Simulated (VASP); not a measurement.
# H3CCl in VASP: a series of runs, part 3 of 3

VASP 6.6.1.

## Step 5: Single point, r2SCAN+D3(BJ)

Input file POSCAR:

```
H3CCl
1.0
    8.2031320000      0.0000000000      0.0000000000
    0.0000000000      8.2031320000      0.0000000000
    0.0000000000      0.0000000000      8.2031320000
C Cl H
6 6 18
Direct
    0.5546418124      0.2395182718      0.9445172893
    0.9997888611      0.5639065664      0.2492584540
    0.4469512376      0.7269174749      0.6361960285
    0.6547621079      0.9726041224      0.2768820494
    0.0414110123      0.1696303314      0.2758702408
    0.0307931166      0.8090934048      0.9211237854
    0.4557161826      0.3461726570      0.7844320925
    0.9974726726      0.5625656152      0.4786098773
    0.5718303692      0.7682065826      0.8019497919
    0.7024634006      1.0871457390      0.4391005777
    0.1081660029     -0.0194803643      0.3401261859
    0.2115167719      0.9528311869      0.9314247290
    0.6361838381      0.1429332114      0.9011801834
    0.5936025411      0.3250343893      1.0305332158
    0.4458784767      0.1965468799      0.9924989626
    1.0188913210      0.6850310345      0.2048363966
    1.0958009697      0.4710152171      0.2120897238
    0.8756899194      0.5388063974      0.2216592394
    0.5239096482      0.7836153313      0.5411835382
    0.4204979269      0.6070730058      0.5911888289
    0.3324340020      0.7895155168      0.6503857307
    0.5368681133      0.9193927393      0.2768576685
    0.6701708567      1.0343975935      0.1559160574
    0.7330127078      0.8725813506      0.3167204916
   -0.0004632377      0.2728957671      0.3432103738
    0.1486505398      0.1921217408      0.2241826658
   -0.0304639740      0.1443229245      0.1738848040
    0.0025478073      0.8281227219      0.7921730383
    0.0825660248      0.6832999883      0.9369470100
   -0.0786041234      0.8430682330      0.9850505880
```

Input file INCAR.step1:

```
PREC = Accurate ; ENCUT = 520
ISMEAR = -1 ; SIGMA = 0.02
LREAL = Auto ; LASPH = True
NELM = 60 ; NBANDS = 63
GGA = PE ; ALGO = Normal
EDIFF = 1E-4 ; LWAVE = True
LCHARG = False
```

Input file INCAR.step2:

```
PREC = Accurate ; ENCUT = 520
EDIFF = 1E-7 ; ISMEAR = -1
SIGMA = 0.02 ; LREAL = Auto
LASPH = True ; NELM = 60
ALGO = Normal ; ISIF = 2
LWAVE = False ; LCHARG = True
METAGGA = R2SCAN ; LMIXTAU = True
IVDW = 12 ; VDW_S6 = 1.0
VDW_S8 = 0.78981345 ; VDW_A1 = 0.49484001
VDW_A2 = 5.73083694 ; LELF = True
LVHAR = True ; NBANDS = 63
ISTART = 1
```

Input file KPOINTS:

```
regular mesh
0
Gamma
  1 1 1
```

Potentials or basis: VASP PAW PBE potentials, release 64 (C, Cl, H).

Command:

```sh
$ cat potpaw_PBE.64/C/POTCAR potpaw_PBE.64/Cl/POTCAR potpaw_PBE.64/H/POTCAR > POTCAR
$ cp INCAR.step1 INCAR
$ mpirun -np 1 vasp_gam > vasp.out
$ cp INCAR.step2 INCAR
$ mpirun -np 1 vasp_gam > vasp.out
```

OUTCAR:

```text
PREC = Accurate
   ENCUT = 520
   EDIFF = 1E-7
   ISMEAR = -1
   LREAL = Auto
   LASPH = True
   NELM = 60
   ISIF = 2
   METAGGA = R2SCAN
   IVDW = 12
   ISTART = 1
 IVDW          = 12

 ion  position               nearest neighbor table
   1  0.555  0.240  0.945-  15 1.04  14 1.05  13 1.10   7 1.77
   2  1.000  0.564  0.249-  18 1.06  16 1.07  17 1.14   8 1.88
[... 318 lines left out ...]
  -------------------------------------------------------------------------------------
  Total       3.08228     5.85887     6.85662     3.67044     0.71706    -0.34769
  in kB       8.94631    17.00534    19.90131    10.65344     2.08125    -1.00917
  external pressure =       15.28 kB  Pullay stress =        0.00 kB

 VOLUME and BASIS-vectors are now :
 -----------------------------------------------------------------------------
  energy-cutoff  :      520.00
  volume of cell :      552.00
      direct lattice vectors                 reciprocal lattice vectors
     8.203132000  0.000000000  0.000000000     0.121904658  0.000000000  0.000000000
     0.000000000  8.203132000  0.000000000     0.000000000  0.121904658  0.000000000
     0.000000000  0.000000000  8.203132000     0.000000000  0.000000000  0.121904658

 POSITION                                       TOTAL-FORCE (eV/Angst)
 -----------------------------------------------------------------------------------
      4.54980      1.96480      7.74800        -0.598722     -0.308819     -1.351734
      8.20140      4.62580      2.04470         1.040100     -0.924550      1.455959
      3.66640      5.96300      5.21880         0.546957      1.433584     -1.981139
      5.37110      7.97840      2.27130         0.693107     -1.595145     -1.524710
      0.33970      1.39150      2.26300        -1.023846     -0.413687     -0.254769
      0.25260      6.63710      7.55610         1.887758     -0.047483     -2.041708
[... 22 lines left out ...]
      0.67730      5.60520      7.68590        -0.650851      1.154515      0.190434
      7.55833      6.91580      8.08050         0.214029      0.241296      0.950593
 -----------------------------------------------------------------------------------
    total drift:                                0.003291     -0.023984      0.006019

  FREE ENERGIE OF THE ION-ELECTRON SYSTEM (eV)
  ---------------------------------------------------
  free  energy   TOTEN  =      -163.6882648710 eV

  energy  without entropy=     -163.6882648710  energy(sigma->0) =     -163.68826487
```

OUTCAR.step1:

```text
PREC = Accurate
   ENCUT = 520
   ISMEAR = -1
   LREAL = Auto
   LASPH = True
[... 341 lines left out ...]
      0.33970      1.39150      2.26300        -1.122123     -0.521671     -0.001077
      0.25260      6.63710      7.55610         1.974741      0.040868     -1.872075
[... 22 lines left out ...]
      0.67730      5.60520      7.68590        -0.574297      0.940397      0.200958
      7.55833      6.91580      8.08050         0.014270      0.264093      0.996627
 -----------------------------------------------------------------------------------
    total drift:                                0.002654     -0.020473      0.011273

  FREE ENERGIE OF THE ION-ELECTRON SYSTEM (eV)
  ---------------------------------------------------
  free  energy   TOTEN  =      -131.7339349518 eV

  energy  without entropy=     -131.7339349518  energy(sigma->0) =     -131.73393495
```

OSZICAR.step1:

```text
N       E                     dE             d eps       ncg     rms          rms(c)
DAV:   1     0.685359546459E+03    0.68536E+03   -0.37837E+04   126   0.113E+03
DAV:   2    -0.504855030155E+02   -0.73585E+03   -0.70930E+03   181   0.240E+02
DAV:   3    -0.142515652193E+03   -0.92030E+02   -0.91512E+02   156   0.925E+01
DAV:   4    -0.145115891848E+03   -0.26002E+01   -0.25895E+01   156   0.186E+01
DAV:   5    -0.145190243096E+03   -0.74351E-01   -0.74189E-01   164   0.311E+00    0.309E+01
DAV:   6    -0.133511356053E+03    0.11679E+02   -0.17578E+01   149   0.165E+01    0.135E+01
DAV:   7    -0.132073947036E+03    0.14374E+01   -0.73796E+00   156   0.922E+00    0.735E+00
DAV:   8    -0.131751975282E+03    0.32197E+00   -0.45815E-01   164   0.248E+00    0.328E+00
DAV:   9    -0.131726939363E+03    0.25036E-01   -0.10572E-01   156   0.117E+00    0.687E-01
DAV:  10    -0.131730689547E+03   -0.37502E-02   -0.10059E-02   140   0.395E-01    0.267E-01
DAV:  11    -0.131733276500E+03   -0.25870E-02   -0.27776E-03   140   0.246E-01    0.127E-01
DAV:  12    -0.131733867857E+03   -0.59136E-03   -0.14116E-03   140   0.181E-01    0.630E-02
DAV:  13    -0.131733934952E+03   -0.67095E-04   -0.55603E-04   140   0.103E-01
   1 F= -.13173393E+03 E0= -.13173393E+03  d E =-.862577E-12
```

Wall time 3.5 min (1 thread of Intel Xeon Platinum 8488C (Sapphire Rapids), shared host); peak memory 0.63 GiB.

Results:

```
Free energy                : -163.6883 eV
Pressure                   : 1.5 GPa
Largest force              : 4.663 eV/Å
Dispersion energy per atom : -0.021 eV
```

Forces on the atoms (eV/Å):
```
C   -0.599 -0.309 -1.352
C    1.040 -0.925  1.456
C    0.547  1.434 -1.981
C    0.693 -1.595 -1.525
C   -1.024 -0.414 -0.255
C    1.888 -0.047 -2.042
Cl   0.414  0.422 -0.875
Cl   0.210  0.239 -1.302
Cl   0.390 -0.654  1.252
Cl  -0.355  2.652  2.269
Cl  -0.475 -1.608  2.056
Cl  -1.408 -0.812  0.460
H   -0.089  0.517  0.094
H    1.347  1.009  0.782
H   -1.130 -1.766  1.354
H    0.747  0.600  0.279
H   -1.269  1.153  0.176
H   -0.666 -0.883 -0.455
H   -0.967 -0.031 -0.158
H    0.402 -1.013  0.813
H   -0.211  0.422  0.066
H   -1.343  0.138  0.296
H    0.489 -0.668  0.954
H    0.319 -0.604 -1.901
H   -0.333 -0.447  1.436
H    3.529  2.279 -2.024
H   -1.579 -0.050 -1.106
H   -0.131 -0.435  0.090
H   -0.651  1.155  0.190
H    0.214  0.241  0.951
```

Caveat: the k points lie up to 0.77 Å⁻¹ apart; the PAW data sets were made with another functional, which shifts forces and pressure a little.

## Step 6: Relaxation of the atoms, r2SCAN+D3(BJ)

Input file POSCAR:

```
H3CCl
1.0
    8.2031320000      0.0000000000      0.0000000000
    0.0000000000      8.2031320000      0.0000000000
    0.0000000000      0.0000000000      8.2031320000
C Cl H
6 6 18
Direct
    0.5488827000      0.2561547000      0.9420388000
    0.9881925000      0.5459774000      0.2602348000
    0.4305115000      0.7316870000      0.6325988000
    0.6775572000      0.9543786000      0.2737795000
    0.0382404000      0.1835829000      0.2600565000
    0.0470527000      0.8028002000      0.9218980000
    0.4713063000      0.3774962000      0.7801675000
    0.9898437000      0.5451906000      0.4768931000
    0.5436024000      0.7634729000      0.8146545000
    0.7398671000      1.0961224000      0.4253392000
    0.1169990000     -0.0104826000      0.3155529000
    0.2143253000      0.9356264000      0.9582471000
    0.6227318000      0.1584892000      0.8910164000
    0.6229990000      0.3324507000      1.0212929000
    0.4471258000      0.2052472000      1.0102258000
    0.9913717000      0.6715625000      0.2176460000
    1.0947331000      0.4803848000      0.2161640000
    0.8774890000      0.4864535000      0.2178418000
    0.4696998000      0.8199375000      0.5416501000
    0.4530097000      0.6084668000      0.5889394000
    0.3014625000      0.7477234000      0.6587653000
    0.5465278000      0.9360424000      0.2832985000
    0.7080135000      1.0030792000      0.1542128000
    0.7410155000      0.8395846000      0.2935506000
   -0.0138731000      0.2412076000      0.3675698000
    0.1370202000      0.2579733000      0.2120552000
   -0.0553385000      0.1671627000      0.1674882000
   -0.0000447000      0.8253103000      0.7999527000
    0.0887962000      0.6772966000      0.9319902000
   -0.0472294000      0.8266757000      1.0120998000
```

Input file INCAR.step1:

```
SYSTEM = H3CCl
PREC     = Accurate       ! precision mode
ENCUT    = 520            ! plane-wave cutoff, eV
ISMEAR   = -1             ! smearing method
SIGMA    = 0.02           ! smearing width, eV
LREAL    = Auto         
LASPH    = .TRUE.         ! aspherical terms in the spheres
NELM     = 100            ! most SCF steps
GGA      = PE             ! functional
ALGO     = Normal         ! electronic algorithm
EDIFF    = 1E-4           ! SCF threshold, eV
LWAVE    = .TRUE.         ! write WAVECAR
LCHARG   = .FALSE.        ! write CHGCAR
```

Input file INCAR.step2:

```
SYSTEM = H3CCl
PREC     = Accurate       ! precision mode
ENCUT    = 520            ! plane-wave cutoff, eV
EDIFF    = 1E-6           ! SCF threshold, eV
ISMEAR   = -1             ! smearing method
SIGMA    = 0.02           ! smearing width, eV
LREAL    = Auto         
LASPH    = .TRUE.         ! aspherical terms in the spheres
NELM     = 100            ! most SCF steps
ALGO     = Normal         ! electronic algorithm
ISIF     = 2              ! what is computed and relaxed
LWAVE    = .FALSE.        ! write WAVECAR
LCHARG   = .FALSE.        ! write CHGCAR
METAGGA  = R2SCAN         ! meta-GGA
LMIXTAU  = .TRUE.       
IVDW     = 12             ! dispersion correction
VDW_S6   = 1.0          
VDW_S8   = 0.78981345   
VDW_A1   = 0.49484001   
VDW_A2   = 5.73083694   
IBRION   = 2              ! ionic algorithm
NSW      = 35             ! ionic steps
EDIFFG   = -0.3           ! ionic threshold
ISTART   = 1
```

Input file KPOINTS:

```
regular mesh
0
G
  1 1 1
  0 0 0
```

Potentials or basis: VASP PAW PBE potentials, release 64 (C, Cl, H).

Command:

```sh
$ cat potpaw_PBE.64/C/POTCAR potpaw_PBE.64/Cl/POTCAR potpaw_PBE.64/H/POTCAR > POTCAR
$ cp INCAR.step1 INCAR
$ mpirun -np 1 vasp_gam > vasp.out
$ cp INCAR.step2 INCAR
$ mpirun -np 1 vasp_gam > vasp.out
```

It took 40 min on 1 thread of Intel Xeon Platinum 8488C (Sapphire Rapids), shared host; peak memory 0.72 GiB.

It converged, with:

```
Free energy                  : -166.5006 eV
Energy gained by relaxing    : 23.0 meV/atom
Ionic steps                  : 20
Pressure after relaxing      : -0.1 GPa
Largest force after relaxing : 0.161 eV/Å
Dispersion energy per atom   : -0.022 eV
```

Forces in eV/Å, atoms in the order of the input:
```
C   -0.044 -0.017 -0.049
C    0.007 -0.013  0.051
C    0.034  0.005  0.015
C   -0.034 -0.015  0.050
C   -0.085 -0.118  0.069
C   -0.002  0.045 -0.027
Cl  -0.086 -0.040 -0.017
Cl   0.011  0.023  0.031
Cl   0.091  0.010 -0.018
Cl  -0.081  0.109  0.039
Cl  -0.024 -0.113  0.050
Cl  -0.015  0.088 -0.035
H   -0.031  0.022  0.071
H   -0.016 -0.086 -0.008
H    0.114 -0.022  0.024
H    0.014  0.068  0.003
H   -0.008  0.057  0.001
H    0.018  0.047  0.001
H   -0.001  0.026  0.012
H    0.021  0.020 -0.033
H    0.057 -0.012  0.019
H    0.026  0.014 -0.028
H    0.015 -0.078 -0.103
H   -0.004  0.007 -0.017
H    0.006 -0.036  0.047
H    0.126  0.013 -0.058
H    0.004  0.008 -0.045
H   -0.021  0.008  0.008
H   -0.028  0.034 -0.011
H   -0.066 -0.055 -0.040
```

Stress tensor (GPa, compression positive):
```
-0.18 -0.07 -0.22
-0.07  0.05 -0.13
-0.22 -0.13 -0.09
```

Step by step:
```csv
step,energy change (eV),largest force (eV/Å),pressure (GPa)
1,0.0000,1.0396,0.42
2,-0.1036,0.8503,0.59
3,-0.1208,1.6161,0.71
4,-0.1633,1.2066,0.69
5,-0.2395,0.5968,0.64
6,-0.1737,2.6650,0.57
7,-0.2496,0.9121,0.62
8,-0.2877,0.5508,0.45
9,-0.3311,0.6921,0.05
10,-0.3793,0.5040,-0.06
11,-0.4489,1.2271,-0.40
12,-0.4892,0.6889,-0.41
13,-0.5372,1.1643,-0.43
14,-0.5818,0.8414,-0.34
15,-0.6318,0.5797,-0.15
16,-0.6503,0.3287,-0.11
17,-0.6537,0.7417,-0.07
18,-0.6696,0.5235,-0.05
19,-0.6827,0.4859,-0.01
20,-0.6915,0.1612,-0.07
```

Final structure:
```
CELL_PARAMETERS angstrom
8.20313 0.00000 0.00000
0.00000 8.20313 0.00000
0.00000 0.00000 8.20313
ATOMIC_POSITIONS crystal
C 0.54830 0.24469 0.94534
C 0.98786 0.55985 0.26387
C 0.43919 0.74017 0.63039
C 0.66294 0.94982 0.27799
C 0.05521 0.17410 0.26084
C 0.04202 0.80575 0.90900
Cl 0.45611 0.34923 0.77960
Cl 0.99004 0.55309 0.48096
Cl 0.57418 0.77427 0.79767
Cl 0.67532 0.08446 0.44724
Cl 0.10285 0.98318 0.35191
Cl 0.20630 0.94690 0.91967
H 0.62392 0.14775 0.89505
H 0.62026 0.33246 0.01433
H 0.45091 0.19385 0.01996
H 0.98765 0.68716 0.22812
H 0.09701 0.49968 0.21867
H 0.87897 0.49703 0.22119
H 0.46641 0.83084 0.53786
H 0.46005 0.61716 0.58606
H 0.31470 0.75487 0.67341
H 0.53589 0.91663 0.25897
H 0.70977 0.01408 0.17212
H 0.73649 0.84280 0.30491
H 0.00871 0.25331 0.35604
H 0.16526 0.22297 0.20655
H 0.96356 0.15405 0.16727
H 0.98363 0.81749 0.79055
H 0.09112 0.68348 0.92524
H 0.95728 0.83593 0.00643
```

Levels at points of the mesh, in eV from the Fermi level:
| k point | band 40 | band 41 | band 42 | band 43 | band 44 | band 45 |
| --- | --- | --- | --- | --- | --- | --- |
| (0.00, 0.00, 0.00) | -0.58 | -0.51 | -0.50 | 5.48 | 5.86 | 6.19 |

Caveat: the k points lie up to 0.77 Å⁻¹ apart; the PAW data sets were made with another functional, which shifts forces and pressure a little; the relaxation stopped at a loose force limit of 0.3 eV/Å, so its end isn't a converged minimum.

## Step 7: The runs side by side

| task | cell | pressure (GPa) | largest force (eV/Å) |
| --- | --- | --- | --- |
| single point | as given, atomic positions A | -0.1 | 0.31 |
| single point | as given, atomic positions B | -0.4 | 6.63 |
| single point | as given, atomic positions C | 0.0 | 5.04 |
| single point | as given, atomic positions D | 1.5 | 4.66 |
| relaxation of the atoms | atoms relaxed, atomic positions E | -0.1 | 0.16 |

Alike in all rows: level r2SCAN+D3(BJ); potentials or basis VASP PAW PBE potentials, release 64 (C, Cl, H); no spin polarisation; k mesh 1 × 1 × 1; cutoff (eV) 520; smearing fermi-dirac 0.02 eV.

Caveats: all runs use coarse meshes; the PAW data sets were made with another functional, which shifts forces and pressure a little; the relaxation stopped at a loose force limit of 0.3 eV/Å, so its end isn't a converged minimum (at least some runs).

Total energies depend on the potentials used, so only differences within one code and one set of settings carry meaning.
